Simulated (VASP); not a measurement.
# CaO (Fm-3m) in VASP: single point with r2SCAN

Aim: the single point of CaO with r2SCAN.

All numbers are computed with VASP 6.6.1; they aren't measurements. Logs are shortened: lines on timing, memory, paths and dates and some standing lists are left out, and cuts for length are marked.

### Step 1. The cell of the first run

Symmetry: Fm-3m, No. 225, cubic system. Conventional cell: a = 4.885 Å, b = 4.885 Å, c = 4.885 Å, α = 90.00°, β = 90.00°, γ = 90.00°. Ca (site symmetry m-3m) has 6 O at 2.44 Å within 3.2 Å. Within 3.2 Å of O (site symmetry m-3m) lie 6 Ca at 2.44 Å.

### Step 2. Single point, r2SCAN

The input, POSCAR:

```
CaO
1.0
    0.0000000000      2.4426348300      2.4426348300
    2.4426348300      0.0000000000      2.4426348300
    2.4426348300      2.4426348300      0.0000000000
Ca O
1 1
Direct
    0.0000000000      0.0000000000      0.0000000000
    0.5000000000      0.5000000000      0.5000000000
```

The input, INCAR.step1:

```
PREC = Accurate
ENCUT = 520
ISMEAR = -1
SIGMA = 0.0915
LREAL = False
LASPH = True
NELM = 100
NBANDS = 15
GGA = PE
ALGO = Normal
EDIFF = 1E-4
LWAVE = True
LCHARG = False
```

The input, INCAR.step2:

```
PREC = Accurate
ENCUT = 520
EDIFF = 1E-7
ISMEAR = -1
SIGMA = 0.0915
LREAL = False
LASPH = True
NELM = 100
ALGO = Normal
ISIF = 2
LWAVE = False
LCHARG = True
METAGGA = R2SCAN
LMIXTAU = True
LELF = True
LVHAR = True
NBANDS = 15
ISTART = 1
```

The input, KPOINTS:

```
Automatic mesh
0
Gamma
  9 9 9
```

Potentials or basis: VASP PAW PBE potentials, release 64 (Ca_sv, O).

The run is started by

```bash
> cat potpaw_PBE.64/Ca_sv/POTCAR potpaw_PBE.64/O/POTCAR > POTCAR
> cp INCAR.step1 INCAR
> mpirun -np 1 vasp_std > vasp.out
> cp INCAR.step2 INCAR
> mpirun -np 1 vasp_std > vasp.out
```

OUTCAR:

```text
PREC = Accurate
   ENCUT = 520
   EDIFF = 1E-7
   ISMEAR = -1
   LREAL = False
   LASPH = True
   NELM = 100
   ISIF = 2
   METAGGA = R2SCAN
   ISTART = 1

 ion  position               nearest neighbor table
   1  0.000  0.000  0.000-   2 2.44   2 2.44   2 2.44   2 2.44   2 2.44   2 2.44
   2  0.500  0.500  0.500-   1 2.44   1 2.44   1 2.44   1 2.44   1 2.44   1 2.44

  LATTYP: Found a face centered cubic cell.
 ALAT       =     4.8852696600

  Lattice vectors:

 A1 = (   0.0000000000,   2.4426348300,   2.4426348300)
 A2 = (   2.4426348300,   0.0000000000,   2.4426348300)
 A3 = (   2.4426348300,   2.4426348300,   0.0000000000)

Analysis of symmetry for initial positions (statically):
=====================================================================
 Subroutine PRICEL returns:
 Original cell was already a primitive cell.

 Routine SETGRP: Setting up the symmetry group for a
 face centered cubic supercell.

 Subroutine GETGRP returns: Found 48 space group operations
[... 9 lines left out ...]

 Routine SETGRP: Setting up the symmetry group for a
 face centered cubic supercell.

 Subroutine GETGRP returns: Found 48 space group operations
[... 11 lines left out ...]
                                     Primitive cell

  volume of cell :      29.1478

  direct lattice vectors                    reciprocal lattice vectors
     0.000000000  2.442634830  2.442634830    -0.204696991  0.204696991  0.204696991
     2.442634830  0.000000000  2.442634830     0.204696991 -0.204696991  0.204696991
     2.442634830  2.442634830  0.000000000     0.204696991  0.204696991 -0.204696991

  length of vectors
     3.454407305  3.454407305  3.454407305     0.354545589  0.354545589  0.354545589

  position of ions in fractional coordinates (direct lattice)
     0.000000000  0.000000000  0.000000000
     0.500000000  0.500000000  0.500000000

  ion indices of the primitive-cell ions
   primitive index   ion index
                 1           1
                 2           2

----------------------------------------------------------------------------------------

 KPOINTS: Automatic mesh

Automatic generation of k-mesh.
 Grid dimensions read from file:
 generate k-points for:    9    9    9

 Generating k-lattice:

  Cartesian coordinates                     Fractional coordinates (reciprocal lattice)
    -0.022744110  0.022744110  0.022744110     0.111111111  0.000000000  0.000000000
     0.022744110 -0.022744110  0.022744110     0.000000000  0.111111111  0.000000000
     0.022744110  0.022744110 -0.022744110     0.000000000  0.000000000  0.111111111

  Length of vectors
     0.039393954  0.039393954  0.039393954

  Shift w.r.t. Gamma in fractional coordinates (k-lattice)
     0.000000000  0.000000000  0.000000000

 Subroutine IBZKPT returns following result:
 ===========================================

 Found     35 irreducible k-points:

 Following reciprocal coordinates:
            Coordinates               Weight
  0.000000  0.000000  0.000000      1.000000
  0.111111  0.000000  0.000000      8.000000
  0.222222  0.000000  0.000000      8.000000
  0.333333  0.000000  0.000000      8.000000
  0.444444  0.000000  0.000000      8.000000
  0.111111  0.111111  0.000000      6.000000
[... 16 lines left out ...]
 -0.333333  0.333333  0.000000     12.000000
  0.444444  0.444444  0.000000      6.000000
 [... further k-points ...]
   k-points           NKPTS =     35   k-points in BZ     NKDIM =     35   number of bands    NBANDS=     15
   number of dos      NEDOS =    301   number of ions     NIONS =      2
   total plane-waves  NPLWV =  21952
   dimension x,y,z NGX =    28 NGY =   28 NGZ =   28
   dimension x,y,z NGXF=    56 NGYF=   56 NGZF=   56
   ions per type =               1   1
   NGX,Y,Z   is equivalent  to a cutoff of  13.48, 13.48, 13.48 a.u.
   NGXF,Y,Z  is equivalent  to a cutoff of  26.95, 26.95, 26.95 a.u.
 SYSTEM =  unknown system
   PREC   = accura    normal or accurate (medium, high low for compatibility)
   ISTART =      1    job   : 0-new  1-cont  2-samecut
   ICHARG =      0    charge: 1-file 2-atom 10-const
   ISPIN  =      1    spin polarized calculation?
   LNONCOLLINEAR =      F non collinear calculations
   LSORBIT =      F    spin-orbit coupling
   LASPH  =      T    aspherical Exc in radial PAW
   ENCUT  =  520.0 eV  38.22 Ry    6.18 a.u.   6.42  6.42  6.42*2*pi/ulx,y,z
   NELM   =    100;   NELMIN=  2; NELMDL=  0     # of ELM steps
   EDIFF  = 0.1E-06   stopping-criterion for ELM
   LREAL  =      F    real-space projection
   EDIFFG = 0.1E-05   stopping-criterion for IOM
   NSW    =      0    number of steps for IOM
   IBRION =     -1    ionic relax: 0-MD 1-quasi-New 2-CG
   NFREE  =      0    steps in history (QN), initial steepest desc. (CG)
   ISIF   =      2    stress and relaxation
   ISYM   =      2    0-nonsym 1-usesym 2-fastsym
   POTIM  = 0.5000    time-step for ionic-motion
   TEBEG  =    0.0;   TEEND  =   0.0 temperature during run
   PSTRESS=    0.0 pullay stress
   NELECT =      16.0000    total number of electrons
   NUPDOWN=      -1.0000    fix difference up-down
   EMIN   =  10.00;   EMAX   =-10.00  energy-range for DOS
   EFERMI =   0.00;   METHOD = LEGACY
   ISMEAR =    -1;   SIGMA  =   0.09  broadening in eV -4-tet -1-fermi 0-gaus
   EFERMI_NEDOS =   21; number of points for ismear=-14 and -15
   IALGO  =     38    algorithm
   IMIX   =      4    mixing-type and parameters
     AMIX     =   0.40;   BMIX     =  1.00
     AMIX_MAG =   1.60;   BMIX_MAG =  1.00
  volume/ion in A,a.u.               =      14.57        98.35
  Fermi-wavevector in a.u.,A,eV,Ry     =   1.340437  2.533058 24.446544  1.796770
  Thomas-Fermi vector in A             =   2.468750
   LORBIT       =      0    0 simple, 1 ext, 2 COOP (PROOUT), +10 PAW based schemes
   METAGGA = R2SCAN    functional components
   LHFCALC =     F    Hartree Fock is set to
   AEXX    =    0.0000 exact exchange contribution
   IVDW    =     0    specifies the selected vdW correction
   LEPSILON=     F    determine dielectric tensor
   LRPA    =     F    only Hartree local field effects (RPA)
 non-spin polarized calculation
  energy-cutoff  :      520.00
  volume of cell :       29.15
 maximum number of plane-waves:       801
 NGX is ok and might be reduce to    28
   NGX = 13   NGY = 13   NGZ = 13

 number of electron      16.0000004 magnetization

 Free energy of the ion-electron system (eV)
  ---------------------------------------------------
  ext. energy  EPLUGINS =         0.00000000
  ---------------------------------------------------
  free energy    TOTEN  =       -19.43409693 eV

  energy without entropy =      -19.43409693  energy(sigma->0) =      -19.43409693

 E-fermi :   3.6545     XC(G=0): -10.8189

 val. band max:        1.7495418644   @ k =   0.0000   0.0000   0.0000
 cond. band min:       6.0002550576   @ k =   0.4444   0.4444   0.0000
 fundamental gap:      4.2507131932
 Fermi energy:         3.6544942024

 k-point     1 :       0.0000    0.0000    0.0000
  band No.  band energies     occupation
      1     -37.5191      2.00000
      2     -17.4418      2.00000
      3     -17.4418      2.00000
      4     -17.4417      2.00000
      5     -14.6308      2.00000
      6       1.7495      2.00000
      7       1.7495      2.00000
      8       1.7495      2.00000
      9       6.7767      0.00000
     10       8.4757      0.00000
     11       8.4757      0.00000
     12       8.4757      0.00000
     13       9.9882      0.00000
     14       9.9882      0.00000
     15      17.1982      0.00000

 k-point     2 :       0.1111    0.0000    0.0000
  band No.  band energies     occupation
      1     -37.5097      2.00000
      2     -17.5909      2.00000
      3     -17.4471      2.00000
      4     -17.4471      2.00000
      5     -14.4734      2.00000
      6       1.3443      2.00000
      7       1.5973      2.00000
      8       1.5973      2.00000
      9       7.3183      0.00000
     10       8.4318      0.00000
     11       8.6781      0.00000
     12       8.6782      0.00000
     13      10.2623      0.00000
     14      10.2623      0.00000
     15      17.6484      0.00000

 k-point     3 :       0.2222    0.0000    0.0000
  band No.  band energies     occupation
      1     -37.4857      2.00000
      2     -17.9150      2.00000
      3     -17.4604      2.00000
      4     -17.4604      2.00000
      5     -14.1257      2.00000
      6       0.5157      2.00000
      7       1.2446      2.00000
      8       1.2446      2.00000
      9       8.3803      0.00000
     10       8.6138      0.00000
     11       9.2260      0.00000
     12       9.2260      0.00000
     13      10.9567      0.00000
     14      10.9567      0.00000
     15      18.0864      0.00000

 k-point     4 :       0.3333    0.0000    0.0000
  band No.  band energies     occupation
      1     -37.4584      2.00000
      2     -18.2251      2.00000
      3     -17.4754      2.00000
      4     -17.4754      2.00000
      5     -13.7865      2.00000
      6      -0.2468      2.00000
      7       0.8880      2.00000
      8       0.8880      2.00000
      9       8.7329      0.00000
     10       9.7950      0.00000
     11       9.9297      0.00000
     12       9.9297      0.00000
     13      11.7936      0.00000
     14      11.7936      0.00000
     15      17.2650      0.00000
[... 307 lines left out ...]
 k-point    22 :      -0.4444    0.3333    0.0000
  band No.  band energies     occupation
      1     -37.4171      2.00000
      2     -17.9840      2.00000
      3     -17.7730      2.00000
      4     -17.5862      2.00000
      5     -14.1054      2.00000
      6       0.3705      2.00000
      7       0.7014      2.00000
      8       1.0626      2.00000
      9       7.1581      0.00000
     10      10.2589      0.00000
     11      10.7334      0.00000
     12      11.2409      0.00000
     13      11.7390      0.00000
     14      14.4415      0.00000
     15      16.0899      0.00000

 k-point    23 :      -0.3333    0.3333    0.0000
  band No.  band energies     occupation
      1     -37.4194      2.00000
      2     -18.0588      2.00000
      3     -17.7972      2.00000
      4     -17.5485      2.00000
      5     -13.9372      2.00000
      6       0.1109      2.00000
      7       0.6449      2.00000
      8       0.8463      2.00000
      9       8.1978      0.00000
     10       9.5826      0.00000
     11      10.7636      0.00000
     12      10.8562      0.00000
     13      12.2416      0.00000
     14      15.5146      0.00000
     15      15.8617      0.00000

 k-point    24 :       0.4444    0.4444    0.0000
  band No.  band energies     occupation
      1     -37.4171      2.00000
      2     -17.9504      2.00000
      3     -17.6276      2.00000
      4     -17.6275      2.00000
      5     -14.3762      2.00000
      6       0.3784      2.00000
      7       1.3678      2.00000
      8       1.3678      2.00000
      9       6.0003      0.00000
     10      10.0842      0.00000
     11      11.0594      0.00000
     12      11.5810      0.00000
     13      11.5810      0.00000
     14      13.2252      0.00000
     15      16.0250      0.00000

 [... further k-points ...]
[... 5 lines left out ...]
  --------------------------------------------------------------------------------------
  -------------------------------------------------------------------------------------
  Total       -0.9028320     -0.9028320     -0.9028320      0.0000000      0.0000000      0.0000000
  in kB      -49.6262983    -49.6262983    -49.6262983      0.0000000      0.0000000      0.0000000
  external PRESSURE =     -49.6262983 kB  Pullay stress =       0.0000000 kB

 VOLUME and BASIS-vectors are now :
 -----------------------------------------------------------------------------
  energy-cutoff  :      520.00
  volume of cell :       29.15
      direct lattice vectors                 reciprocal lattice vectors
     0.000000000  2.442634830  2.442634830    -0.204696991  0.204696991  0.204696991
     2.442634830  0.000000000  2.442634830     0.204696991 -0.204696991  0.204696991
     2.442634830  2.442634830  0.000000000     0.204696991  0.204696991 -0.204696991

 POSITION                                       TOTAL-FORCE (eV/Angst)
 -----------------------------------------------------------------------------------
      0.00000      0.00000      0.00000         0.000000     -0.000000     -0.000000
      2.44263      2.44263      2.44263        -0.000000      0.000000      0.000000
 -----------------------------------------------------------------------------------
    total drift:                                0.000000      0.000000      0.000000

  FREE ENERGIE OF THE ION-ELECTRON SYSTEM (eV)
  ---------------------------------------------------
  free  energy   TOTEN  =       -19.4340969307 eV

  energy  without entropy=      -19.4340969306  energy(sigma->0) =      -19.43409693
```

Wall time 36 s (1 thread of Intel Xeon 6975P-C (Granite Rapids), shared host); peak memory 0.17 GiB.

What came out:

| Quantity | Value |
| --- | --- |
| Free energy | -19.4341 eV |
| Pressure | -5.0 GPa |
| Band gap on the k mesh | 4.25 eV, indirect (least direct gap 4.63 eV) |

Caveat: the PAW data sets were made with another functional, which shifts forces and pressure a little. A k mesh can miss the band edges.
